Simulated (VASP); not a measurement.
# BN (gw) (I-4m2) in VASP: a series of runs

Runs on BN (gw). Level: PBEsol. Tasks: single point.

Everything below comes from runs of VASP 6.6.1. Logs are shortened: lines on timing, memory, paths and dates and some standing lists are left out, and cuts for length are marked.

### Step 1. The cell of the first run

It takes space group I-4m2 (No. 119, tetragonal). Conventional cell: a = 2.575 Å, b = 2.575 Å, c = 3.589 Å, α = 90.00°, β = 90.00°, γ = 90.00°. Within 2.1 Å of B (site symmetry -4m2) lie 4 N at 1.57 Å. N (site symmetry -4m2) has 4 B at 1.57 Å within 2.1 Å.

### Step 2. Single point, PBEsol

File INCAR:

```
PREC = Accurate
ENCUT = 600
EDIFF = 1E-6
ISMEAR = 0
SIGMA = 0.01
LREAL = F
LASPH = T
NELM = 120
ALGO = Normal
ISIF = 2
LWAVE = F
LCHARG = F
GGA = PS
NBANDS = 11
GGA_COMPAT = F
```

File KPOINTS:

```
regular mesh
0
Gamma
  6 6 6
```

File POSCAR:

```
BN
1.0
    0.0000000000      1.8205739732      1.7942777947
    1.8205739732      0.0000000000      1.7942777947
    1.8205739732      1.8205739732      0.0000000000
B N
1 1
Direct
    0.0000000000      0.0000000000      0.0000000000
    0.2500000000      0.2500000000      0.2500000000
```

Potentials or basis: VASP PAW PBE potentials, release 64 (B, N).

Launch:

```sh
$ cat potpaw_PBE.64/B/POTCAR potpaw_PBE.64/N/POTCAR > POTCAR
$ mpirun -np 1 vasp_std > vasp.out
```

OUTCAR:

```text
PREC = Accurate
   ENCUT = 600
   EDIFF = 1E-6
   ISMEAR = 0
   LREAL = F
   LASPH = T
   NELM = 120
   ISIF = 2
   GGA = PS

 ion  position               nearest neighbor table
   1  0.000  0.000  0.000-   2 1.57   2 1.57   2 1.57   2 1.57
   2  0.250  0.250  0.250-   1 1.57   1 1.57   1 1.57   1 1.57

  LATTYP: Found a body centered tetragonal cell.
 ALAT       =     2.5746804042
 C/A-ratio  =     1.3937868108

  Lattice vectors:

 A1 = (   0.0000000000,  -1.8205739732,  -1.7942777947)
 A2 = (   0.0000000000,   1.8205739732,  -1.7942777947)
 A3 = (   1.8205739732,   0.0000000000,   1.7942777947)

Analysis of symmetry for initial positions (statically):
=====================================================================
 Subroutine PRICEL returns:
 Original cell was already a primitive cell.

 Routine SETGRP: Setting up the symmetry group for a
 body centered tetragonal supercell.

 Subroutine GETGRP returns: Found  8 space group operations
 (whereof  8 operations were pure point group operations)
 out of a pool of 16 trial point group operations.

The static configuration has the point symmetry D_2d.

Analysis of symmetry for dynamics (positions and initial velocities):
=====================================================================
 Subroutine PRICEL returns:
 Original cell was already a primitive cell.

 Routine SETGRP: Setting up the symmetry group for a
 body centered tetragonal supercell.

 Subroutine GETGRP returns: Found  8 space group operations
 (whereof  8 operations were pure point group operations)
 out of a pool of 16 trial point group operations.

The dynamic configuration has the point symmetry D_2d.

 Subroutine INISYM returns: Found  8 space group operations
 (whereof  8 operations are pure point group operations),
 and found     1 'primitive' translations

----------------------------------------------------------------------------------------

                                     Primitive cell

  volume of cell :      11.8942

  direct lattice vectors                    reciprocal lattice vectors
     0.000000000  1.820573973  1.794277795    -0.274638662  0.274638662  0.278663650
     1.820573973  0.000000000  1.794277795     0.274638662 -0.274638662  0.278663650
     1.820573973  1.820573973  0.000000000     0.274638662  0.274638662 -0.278663650

  length of vectors
     2.556153829  2.556153829  2.574680404     0.478023241  0.478023241  0.478023241

  position of ions in fractional coordinates (direct lattice)
     0.000000000  0.000000000  0.000000000
     0.250000000  0.250000000  0.250000000

  ion indices of the primitive-cell ions
   primitive index   ion index
                 1           1
                 2           2

----------------------------------------------------------------------------------------

 KPOINTS: regular mesh

Automatic generation of k-mesh.
 Grid dimensions read from file:
 generate k-points for:    6    6    6

 Generating k-lattice:

  Cartesian coordinates                     Fractional coordinates (reciprocal lattice)
    -0.045773110  0.045773110  0.046443942     0.166666667  0.000000000  0.000000000
     0.045773110 -0.045773110  0.046443942     0.000000000  0.166666667  0.000000000
     0.045773110  0.045773110 -0.046443942     0.000000000  0.000000000  0.166666667

  Length of vectors
     0.079670540  0.079670540  0.079670540

  Shift w.r.t. Gamma in fractional coordinates (k-lattice)
     0.000000000  0.000000000  0.000000000

 Subroutine IBZKPT returns following result:
 ===========================================

 Found     30 irreducible k-points:

 Following reciprocal coordinates:
            Coordinates               Weight
  0.000000  0.000000  0.000000      1.000000
  0.166667  0.000000  0.000000      8.000000
  0.333333  0.000000  0.000000      8.000000
  0.500000  0.000000  0.000000      4.000000
  0.166667  0.166667  0.000000      2.000000
  0.333333  0.166667  0.000000      8.000000
[... 16 lines left out ...]
  0.333333  0.000000  0.333333      4.000000
  0.500000  0.000000  0.333333     16.000000
 [... further k-points ...]
   k-points           NKPTS =     30   k-points in BZ     NKDIM =     30   number of bands    NBANDS=     11
   number of dos      NEDOS =    301   number of ions     NIONS =      2
   total plane-waves  NPLWV =   9600
   dimension x,y,z NGX =    20 NGY =   20 NGZ =   24
   dimension x,y,z NGXF=    40 NGYF=   40 NGZF=   48
   ions per type =               1   1
   NGX,Y,Z   is equivalent  to a cutoff of  13.01, 13.01, 15.50 a.u.
   NGXF,Y,Z  is equivalent  to a cutoff of  26.02, 26.02, 30.99 a.u.
 SYSTEM =  unknown system
   PREC   = accura    normal or accurate (medium, high low for compatibility)
   ISTART =      0    job   : 0-new  1-cont  2-samecut
   ICHARG =      2    charge: 1-file 2-atom 10-const
   ISPIN  =      1    spin polarized calculation?
   LNONCOLLINEAR =      F non collinear calculations
   LSORBIT =      F    spin-orbit coupling
   LASPH  =      T    aspherical Exc in radial PAW
   ENCUT  =  600.0 eV  44.10 Ry    6.64 a.u.   5.11  5.11  5.14*2*pi/ulx,y,z
   NELM   =    120;   NELMIN=  2; NELMDL= -5     # of ELM steps
   EDIFF  = 0.1E-05   stopping-criterion for ELM
   LREAL  =      F    real-space projection
   EDIFFG = 0.1E-04   stopping-criterion for IOM
   NSW    =      0    number of steps for IOM
   IBRION =     -1    ionic relax: 0-MD 1-quasi-New 2-CG
   NFREE  =      0    steps in history (QN), initial steepest desc. (CG)
   ISIF   =      2    stress and relaxation
   ISYM   =      2    0-nonsym 1-usesym 2-fastsym
   POTIM  = 0.5000    time-step for ionic-motion
   TEBEG  =    0.0;   TEEND  =   0.0 temperature during run
   PSTRESS=    0.0 pullay stress
   NELECT =       8.0000    total number of electrons
   NUPDOWN=      -1.0000    fix difference up-down
   EMIN   =  10.00;   EMAX   =-10.00  energy-range for DOS
   EFERMI =   0.00;   METHOD = LEGACY
   ISMEAR =     0;   SIGMA  =   0.01  broadening in eV -4-tet -1-fermi 0-gaus
   EFERMI_NEDOS =   21; number of points for ismear=-14 and -15
   IALGO  =     38    algorithm
   IMIX   =      4    mixing-type and parameters
     AMIX     =   0.40;   BMIX     =  1.00
     AMIX_MAG =   1.60;   BMIX_MAG =  1.00
  volume/ion in A,a.u.               =       5.95        40.13
  Fermi-wavevector in a.u.,A,eV,Ry     =   1.434364  2.710555 27.992628  2.057400
  Thomas-Fermi vector in A             =   2.553781
   LORBIT       =      0    0 simple, 1 ext, 2 COOP (PROOUT), +10 PAW based schemes
   GGA     = PS    functional components
   LHFCALC =     F    Hartree Fock is set to
   AEXX    =    0.0000 exact exchange contribution
   IVDW    =     0    specifies the selected vdW correction
   LEPSILON=     F    determine dielectric tensor
   LRPA    =     F    only Hartree local field effects (RPA)
 non-spin polarized calculation
 Gauss-broadening in eV      SIGMA  =   0.01
  energy-cutoff  :      600.00
  volume of cell :       11.89
 maximum number of plane-waves:       407
   NGX = 11   NGY = 11   NGZ = 11

 number of electron       8.0000000 magnetization

 Free energy of the ion-electron system (eV)
  ---------------------------------------------------
  ext. energy  EPLUGINS =         0.00000000
  ---------------------------------------------------
  free energy    TOTEN  =       -18.34123977 eV

  energy without entropy =      -18.34123977  energy(sigma->0) =      -18.34123977

 E-fermi :   7.5619     XC(G=0): -12.9813

 val. band max:        7.3721268201   @ k =   0.0000   0.0000   0.0000
 cond. band min:      11.3816882552   @ k =   0.5000   0.5000   0.0000
 fundamental gap:      4.0095614351
 Fermi energy:         7.5618867705

 k-point     1 :       0.0000    0.0000    0.0000
  band No.  band energies     occupation
      1     -12.8948      2.00000
      2       7.2325      2.00000
      3       7.2325      2.00000
      4       7.3721      2.00000
      5      15.9395      0.00000
      6      16.0407      0.00000
      7      16.0407      0.00000
      8      17.4313      0.00000
      9      31.6560      0.00000
     10      34.5044      0.00000
     11      35.0395      0.00000

 k-point     2 :       0.1667    0.0000    0.0000
  band No.  band energies     occupation
      1     -12.2250      2.00000
      2       4.2605      2.00000
      3       6.5931      2.00000
      4       6.7256      2.00000
      5      16.4575      0.00000
      6      16.9239      0.00000
      7      16.9311      0.00000
      8      19.3522      0.00000
      9      30.8103      0.00000
     10      30.8358      0.00000
     11      31.2829      0.00000

 k-point     3 :       0.3333    0.0000    0.0000
  band No.  band energies     occupation
      1     -10.3585      2.00000
      2      -0.5987      2.00000
      3       5.6239      2.00000
      4       5.8173      2.00000
      5      16.9914      0.00000
      6      17.7669      0.00000
      7      17.9126      0.00000
      8      21.6013      0.00000
      9      30.1016      0.00000
     10      31.3928      0.00000
     11      31.4837      0.00000

 k-point     4 :       0.5000    0.0000    0.0000
  band No.  band energies     occupation
      1      -8.6584      2.00000
      2      -3.4362      2.00000
      3       5.2329      2.00000
      4       5.4529      2.00000
      5      17.1920      0.00000
      6      17.7776      0.00000
      7      18.0279      0.00000
      8      22.2850      0.00000
      9      30.3529      0.00000
     10      33.7896      0.00000
     11      33.8974      0.00000

 k-point     5 :       0.1667    0.1667    0.0000
  band No.  band energies     occupation
      1     -11.9851      2.00000
      2       5.3066      2.00000
      3       5.4531      2.00000
      4       5.4531      2.00000
      5      14.8221      0.00000
      6      18.5076      0.00000
      7      18.5076      0.00000
      8      19.0017      0.00000
      9      26.5691      0.00000
     10      33.4723      0.00000
     11      35.7893      0.00000
[... 211 lines left out ...]
 k-point    21 :      -0.1667    0.3333    0.1667
  band No.  band energies     occupation
      1      -8.8974      2.00000
      2      -0.1232      2.00000
      3       1.9246      2.00000
      4       3.6548      2.00000
      5      15.9199      0.00000
      6      18.8648      0.00000
      7      20.2705      0.00000
      8      22.8561      0.00000
      9      26.5369      0.00000
     10      32.5687      0.00000
     11      35.1022      0.00000

 k-point    22 :      -0.3333    0.5000    0.1667
  band No.  band energies     occupation
      1      -6.9906      2.00000
      2      -0.7849      2.00000
      3       0.9679      2.00000
      4       1.0480      2.00000
      5      14.6768      0.00000
      6      18.8699      0.00000
      7      22.2002      0.00000
      8      23.9526      0.00000
      9      26.7517      0.00000
     10      33.0059      0.00000
     11      37.1091      0.00000

 k-point    23 :       0.3333    0.0000    0.3333
  band No.  band energies     occupation
      1      -9.5706      2.00000
      2       1.1603      2.00000
      3       3.2837      2.00000
      4       3.3220      2.00000
      5      12.8693      0.00000
      6      17.4764      0.00000
      7      22.4850      0.00000
      8      22.8910      0.00000
      9      26.1307      0.00000
     10      34.3606      0.00000
     11      40.0352      0.00000

 k-point    24 :       0.5000    0.0000    0.3333
  band No.  band energies     occupation
      1      -7.8871      2.00000
      2      -0.8772      2.00000
      3       1.3377      2.00000
      4       3.0243      2.00000
      5      13.4160      0.00000
      6      18.3467      0.00000
      7      23.2011      0.00000
      8      23.5753      0.00000
      9      26.9393      0.00000
     10      33.6285      0.00000
     11      37.2770      0.00000

 [... further k-points ...]
[... 5 lines left out ...]
  --------------------------------------------------------------------------------------
  -------------------------------------------------------------------------------------
  Total       -0.6014641     -0.6014641      0.0345577      0.0000000     -0.0000000      0.0000000
  in kB      -81.0184521    -81.0184521      4.6549948      0.0000000     -0.0000000      0.0000000
  external PRESSURE =     -52.4606365 kB  Pullay stress =       0.0000000 kB

 VOLUME and BASIS-vectors are now :
 -----------------------------------------------------------------------------
  energy-cutoff  :      600.00
  volume of cell :       11.89
      direct lattice vectors                 reciprocal lattice vectors
     0.000000000  1.820573973  1.794277795    -0.274638662  0.274638662  0.278663650
     1.820573973  0.000000000  1.794277795     0.274638662 -0.274638662  0.278663650
     1.820573973  1.820573973  0.000000000     0.274638662  0.274638662 -0.278663650

 POSITION                                       TOTAL-FORCE (eV/Angst)
 -----------------------------------------------------------------------------------
      0.00000      0.00000      0.00000        -0.000000      0.000000      0.000000
      0.91029      0.91029      0.89714         0.000000     -0.000000     -0.000000
 -----------------------------------------------------------------------------------
    total drift:                                0.000001      0.000001     -0.000002

  FREE ENERGIE OF THE ION-ELECTRON SYSTEM (eV)
  ---------------------------------------------------
  free  energy   TOTEN  =       -18.3412397678 eV

  energy  without entropy=      -18.3412397678  energy(sigma->0) =      -18.34123977
```

Wall time 10 s (1 thread of Intel Xeon 8259CL, shared host); peak memory 0.12 GiB.

Results:

```yaml
Free_energy: -18.3412 eV
Pressure: -5.2 GPa
Band_gap_on_the_k_mesh: 4.01 eV, indirect (least direct gap 8.57 eV)
```

Stress tensor (GPa, compression positive):
```
-8.10  0.00  0.00
 0.00 -8.10  0.00
 0.00  0.00  0.47
```

Levels at points of the mesh, in eV from the valence-band top:
```tsv
k point	band 2	band 3	band 4	band 5	band 6	band 7
(0.00, 0.00, 0.00)	-0.14	-0.14	0.00	8.57	8.67	8.67
(0.50, 0.00, 0.00)	-10.81	-2.14	-1.92	9.82	10.41	10.66
(0.50, 0.50, 0.00)	-8.87	-5.13	-5.13	4.01	8.73	17.70
(0.50, 0.00, 0.50)	-9.08	-4.93	-4.93	4.26	9.07	17.54
```

Caveat: the k points lie up to 0.50 Å⁻¹ apart; the PAW data sets were made with another functional, which shifts forces and pressure a little. A hybrid or GW would open this gap; PBEsol tends to underestimate it.

### Step 3. Single point, PBEsol

File INCAR:

```
SYSTEM = BN
ALGO = Normal
EDIFF = 1E-6
ENCUT = 600
GGA = PS
GGA_COMPAT = .False.
ISIF = 2
ISMEAR = 0
LASPH = .True.
LCHARG = .True.
LELF = .True.
LREAL = .False.
LVHAR = .True.
LWAVE = .False.
NBANDS = 11
NELM = 120
PREC = Accurate
SIGMA = 0.01
```

File KPOINTS:

```
k-points
0
Gamma
  6 6 6
  0 0 0
```

POSCAR is that of step 2.

Potentials or basis: VASP PAW PBE potentials, release 64 (B, N).

Launch:

```sh
$ cat potpaw_PBE.64/B/POTCAR potpaw_PBE.64/N/POTCAR > POTCAR
$ mpirun -np 1 vasp_std > vasp.out
```

It took 11 s on 1 thread of Intel Xeon 8259CL, shared host; peak memory 0.12 GiB.

It converged, with:

* Free energy: -18.3412 eV
* Pressure: -5.2 GPa
* Band gap on the k mesh: 4.01 eV, indirect (least direct gap 8.57 eV)

Stress tensor (GPa, compression positive):
```
-8.10  0.00  0.00
 0.00 -8.10  0.00
 0.00  0.00  0.47
```

Levels at points of the mesh, in eV from the valence-band top:
```
           k point  band 1  band 2  band 3  band 4  band 5  band 6  band 7  band 8
(0.00, 0.00, 0.00)  -20.27   -0.14   -0.14    0.00    8.57    8.67    8.67   10.06
(0.50, 0.00, 0.00)  -16.03  -10.81   -2.14   -1.92    9.82   10.41   10.66   14.91
(0.50, 0.50, 0.00)  -14.55   -8.87   -5.13   -5.13    4.01    8.73   17.70   17.70
(0.50, 0.00, 0.50)  -14.72   -9.08   -4.93   -4.93    4.26    9.07   17.54   17.77
```

Caveat: the k points lie up to 0.50 Å⁻¹ apart; the PAW data sets were made with another functional, which shifts forces and pressure a little. PBEsol gaps usually lie below the measured ones, often by a third to a half.
